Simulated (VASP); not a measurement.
# P (Fm-3m) in VASP: a series of runs, part 3 of 3

VASP 6.6.1. The steps go on from the part before.

**5. Relaxation of cell and atoms, r2SCAN, target pressure 45 GPa, at which the enthalpy is minimised**

POSCAR reads:

```
P
1.0
    0.0000000000      1.9400000000      1.9400000000
    1.9400000000      0.0000000000      1.9400000000
    1.9400000000      1.9400000000      0.0000000000
P
1
Direct
    0.0000000000      0.0000000000      0.0000000000
```

INCAR.step1 reads:

```
SYSTEM = P
  PREC = Accurate
  ENCUT = 550
  ISMEAR = 1
  SIGMA = 0.05
  LREAL = .FALSE.
  LASPH = .TRUE.
  NELM = 120
  GGA = PE
  ALGO = Normal
  EDIFF = 1E-5
  LWAVE = .TRUE.
  LCHARG = .FALSE.
  GGA_COMPAT = .FALSE.
  IBRION = 2
  ISIF = 3
  EDIFFG = -0.005
  NELMIN = 4
  NSW = 100
```

INCAR.step2 reads:

```
SYSTEM = P
  PREC = Accurate
  ENCUT = 550
  EDIFF = 1E-7
  ISMEAR = 1
  SIGMA = 0.05
  LREAL = .FALSE.
  LASPH = .TRUE.
  NELM = 120
  ALGO = Normal
  ISIF = 3
  LWAVE = .FALSE.
  LCHARG = .FALSE.
  METAGGA = R2SCAN
  LMIXTAU = .TRUE.
  IBRION = 2
  NSW = 80
  EDIFFG = -0.03
  PSTRESS = 450.0
  ISTART = 1
  GGA_COMPAT = .FALSE.
  NELMIN = 4
```

KPOINTS reads:

```
regular mesh
0
G
  18 18 18
  0 0 0
```

Potentials or basis: VASP PAW PBE potentials, release 64 (P).

Launch:

```sh
$ cat potpaw_PBE.64/P/POTCAR > POTCAR
$ cp INCAR.step1 INCAR
$ mpirun -np 1 vasp_std > vasp.out
$ cp INCAR.step2 INCAR
$ mpirun -np 1 vasp_std > vasp.out
```

OUTCAR:

```text
SYSTEM = P
   PREC = Accurate
   ENCUT = 550
   EDIFF = 1E-7
   ISMEAR = 1
   LREAL = .FALSE.
   LASPH = .TRUE.
   NELM = 120
   ISIF = 3
   METAGGA = R2SCAN
   IBRION = 2
   NSW = 80
   EDIFFG = -0.03
   PSTRESS = 450.0
   ISTART = 1
   NELMIN = 4

 ion  position               nearest neighbor table
   1  0.000  0.000  0.000-

  LATTYP: Found a face centered cubic cell.
 ALAT       =     3.8800000000

  Lattice vectors:

 A1 = (   0.0000000000,   1.9400000000,   1.9400000000)
 A2 = (   1.9400000000,   0.0000000000,   1.9400000000)
 A3 = (   1.9400000000,   1.9400000000,   0.0000000000)

Analysis of symmetry for initial positions (statically):
=====================================================================
 Subroutine PRICEL returns:
 Original cell was already a primitive cell.

 Routine SETGRP: Setting up the symmetry group for a
 face centered cubic supercell.

 Subroutine GETGRP returns: Found 48 space group operations
 (whereof 48 operations were pure point group operations)
 out of a pool of 48 trial point group operations.

The static configuration has the point symmetry O_h .

Analysis of symmetry for dynamics (positions and initial velocities):
=====================================================================
 Subroutine PRICEL returns:
 Original cell was already a primitive cell.

 Routine SETGRP: Setting up the symmetry group for a
 face centered cubic supercell.

 Subroutine GETGRP returns: Found 48 space group operations
 (whereof 48 operations were pure point group operations)
 out of a pool of 48 trial point group operations.

The dynamic configuration has the point symmetry O_h .

 Subroutine INISYM returns: Found 48 space group operations
 (whereof 48 operations are pure point group operations),
 and found     1 'primitive' translations

----------------------------------------------------------------------------------------

                                     Primitive cell

  volume of cell :      14.6028

[... 87 lines left out ...]
   LREAL  =      F    real-space projection
   EDIFFG = -.3E-01   stopping-criterion for IOM
   NSW    =     80    number of steps for IOM
   IBRION =      2    ionic relax: 0-MD 1-quasi-New 2-CG
   NFREE  =      1    steps in history (QN), initial steepest desc. (CG)
   ISIF   =      3    stress and relaxation
   ISYM   =      2    0-nonsym 1-usesym 2-fastsym
   POTIM  = 0.5000    time-step for ionic-motion
   TEBEG  =    0.0;   TEEND  =   0.0 temperature during run
   PSTRESS=  450.0 pullay stress
   NELECT =       5.0000    total number of electrons
   NUPDOWN=      -1.0000    fix difference up-down
   EMIN   =  10.00;   EMAX   =-10.00  energy-range for DOS
   EFERMI =   0.00;   METHOD = LEGACY
   ISMEAR =     1;   SIGMA  =   0.05  broadening in eV -4-tet -1-fermi 0-gaus
   EFERMI_NEDOS =   21; number of points for ismear=-14 and -15
   IALGO  =     38    algorithm
   IMIX   =      4    mixing-type and parameters
     AMIX     =   0.40;   BMIX     =  1.00
     AMIX_MAG =   1.60;   BMIX_MAG =  1.00
  volume/ion in A,a.u.               =      14.60        98.54
  Fermi-wavevector in a.u.,A,eV,Ry     =   1.145301  2.164306 17.846968  1.311715
  Thomas-Fermi vector in A             =   2.281990
   LORBIT       =      0    0 simple, 1 ext, 2 COOP (PROOUT), +10 PAW based schemes
   METAGGA = R2SCAN    functional components
   LHFCALC =     F    Hartree Fock is set to
   AEXX    =    0.0000 exact exchange contribution
   IVDW    =     0    specifies the selected vdW correction
   LEPSILON=     F    determine dielectric tensor
   LRPA    =     F    only Hartree local field effects (RPA)
 conjugate gradient relaxation of ions
 non-spin polarized calculation
 Methfessel and Paxton  Order N= 1 SIGMA  =   0.05
  energy-cutoff  :      550.00
  volume of cell :       14.60
 maximum number of plane-waves:       444
 NGX is ok and might be reduce to    24
   NGX = 11   NGY = 11   NGZ = 11

--------------------------------------- Ionic step        1  -------------------------------------------

 number of electron       5.0000000 magnetization

 Free energy of the ion-electron system (eV)
  ---------------------------------------------------
  ext. energy  EPLUGINS =         0.00000000
  ---------------------------------------------------
  free energy    TOTEN  =        -7.85996114 eV

  energy without entropy =       -7.85991055  energy(sigma->0) =       -7.85994427

 E-fermi :   9.7475     XC(G=0): -12.1906

 val. band max:        9.7176050388   @ k =   0.5000   0.4444   0.0556
 cond. band min:       9.7565793354   @ k =   0.4444   0.2778   0.0556
 fundamental gap:      0.0389742966
 Fermi energy:         9.7475280345

 k-point     1 :       0.0000    0.0000    0.0000
  band No.  band energies     occupation
      1      -7.4990      2.00000
      2      16.9114      0.00000
      3      16.9114      0.00000
      4      16.9114      0.00000
      5      21.8002      0.00000
      6      21.8002      0.00000
[... 354 lines left out ...]
--------------------------------------- Ionic step        5  -------------------------------------------

 number of electron       5.0000000 magnetization

 Free energy of the ion-electron system (eV)
  ---------------------------------------------------
  ext. energy  EPLUGINS =         0.00000000
  ---------------------------------------------------
  free energy    TOTEN  =        -7.43276860 eV

  energy without entropy =       -7.43263650  energy(sigma->0) =       -7.43272456

 E-fermi :  14.4778     XC(G=0): -13.7387

 val. band max:       14.4648419053   @ k =  -0.3889   0.3333   0.1111
 cond. band min:      14.4960346446   @ k =   0.5000   0.3333   0.1111
 fundamental gap:      0.0311927393
 Fermi energy:        14.4778032981

 k-point     1 :       0.0000    0.0000    0.0000
  band No.  band energies     occupation
      1      -6.4181      2.00000
      2      25.0600      0.00000
      3      25.0600      0.00000
      4      25.0600      0.00000
      5      27.2324      0.00000
      6      27.2324      0.00000
[... 239 lines left out ...]
  energy  without entropy=       -7.4326364980  energy(sigma->0) =       -7.43272456

  enthalpy is  TOTEN    =        -4.3816270032 eV   P V=        3.0511415952

 reached required accuracy - stopping structural energy minimisation
```

OUTCAR.step1:

```text
SYSTEM = P
   PREC = Accurate
   ENCUT = 550
   ISMEAR = 1
   LREAL = .FALSE.
   LASPH = .TRUE.
   NELM = 120
   GGA = PE
   EDIFF = 1E-5
[... 502 lines left out ...]
  -------------------------------------------------------------------------------------
  Total        0.0002177      0.0002177      0.0002177      0.0000000      0.0000000     -0.0000000
  in kB        0.0240394      0.0240394      0.0240394      0.0000000      0.0000000     -0.0000000
  external PRESSURE =       0.0240394 kB  Pullay stress =       0.0000000 kB
[... 16 lines left out ...]
  FREE ENERGIE OF THE ION-ELECTRON SYSTEM (eV)
  ---------------------------------------------------
  free  energy   TOTEN  =        -4.5202892042 eV

  energy  without entropy=       -4.5202631822  energy(sigma->0) =       -4.52028053

 reached required accuracy - stopping structural energy minimisation
```

Wall time 1.9 min (1 thread of Intel Xeon 6975P-C (Granite Rapids), shared host); peak memory 0.15 GiB.

What came out:

* Free energy: -7.4328 eV
* Relaxed volume: 10.86 Å³/atom
* Relaxed cell: a = 2.486 Å, b = 2.486 Å, c = 2.486 Å, α = 60.00°, β = 60.00°, γ = 60.00°
* Space group after relaxing (to 0.1 Å): Fm-3m (No. 225)
* Energy change on relaxing (the run minimises the enthalpy): +427.2 meV/atom
* Ionic steps: 5
* Pressure after relaxing: 45.0 GPa
* Band gap on the k mesh: zero (an odd number of electrons rules out a gap without spin polarisation)

Step by step:
| step | energy change (eV) | largest force (eV/Å) | pressure (GPa) | volume (Å³) |
| --- | --- | --- | --- | --- |
| 1 | 0.0000 | 0.0000 | 0.17 | 14.60 |
| 2 | 2.5364 | 0.0000 | 197.42 | 7.56 |
| 3 | 0.3626 | 0.0000 | 40.20 | 11.11 |
| 4 | 0.4088 | 0.0000 | 43.67 | 10.93 |
| 5 | 0.4272 | 0.0000 | 45.03 | 10.86 |

Final structure:
```cif
data_structure
_symmetry_space_group_name_H-M 'P 1'
_symmetry_Int_Tables_number 1
_cell_length_a 2.4859
_cell_length_b 2.4859
_cell_length_c 2.4859
_cell_angle_alpha 60.000
_cell_angle_beta 60.000
_cell_angle_gamma 60.000
_cell_volume 10.86
loop_
_atom_site_label
_atom_site_type_symbol
_atom_site_fract_x
_atom_site_fract_y
_atom_site_fract_z
_atom_site_occupancy
P1 P 0.00000 0.00000 0.00000 1
```

Levels at points of the mesh, in eV from the Fermi level:
```tsv
k point	band 1	band 2	band 3	band 4	band 5	band 6
(0.00, 0.00, 0.00)	-20.90	10.58	10.58	10.58	12.75	12.75
(0.50, 0.00, 0.00)	-12.39	-11.32	7.48	7.48	11.46	11.46
(0.50, 0.50, 0.00)	-9.46	-8.40	1.08	1.08	3.36	6.33
```

Caveat: the cell is relaxed towards a set pressure, so the run minimises the enthalpy, not the energy; the volume moved by over 15 % at a fixed basis, so the end points are rough; the PAW data sets were made with another functional, which shifts forces and pressure a little.

**6. Summary**

| cell | gap on the mesh (eV) | pressure (GPa) |
| --- | --- | --- |
| relaxed | none | 0.2 |
| relaxed to 15 GPa | none | 15.1 |
| relaxed to 30 GPa | none | 29.9 |
| relaxed to 45 GPa | none | 45.0 |

Alike in all rows: task relaxation of cell and atoms; level r2SCAN; potentials or basis VASP PAW PBE potentials, release 64 (P); no spin polarisation; k mesh 18 × 18 × 18; cutoff (eV) 550; smearing methfessel-paxton 0.05 eV.

Caveats: the PAW data sets were made with another functional, which shifts forces and pressure a little; the cell is relaxed towards a set pressure, so the run minimises the enthalpy, not the energy (at least some runs); the volume moved by over 15 % at a fixed basis, so the end points are rough (at least some runs); the relaxation stopped at its first step, so nothing moved (at least some runs).

Total energies depend on the potentials used, so only differences within one code and one set of settings carry meaning.
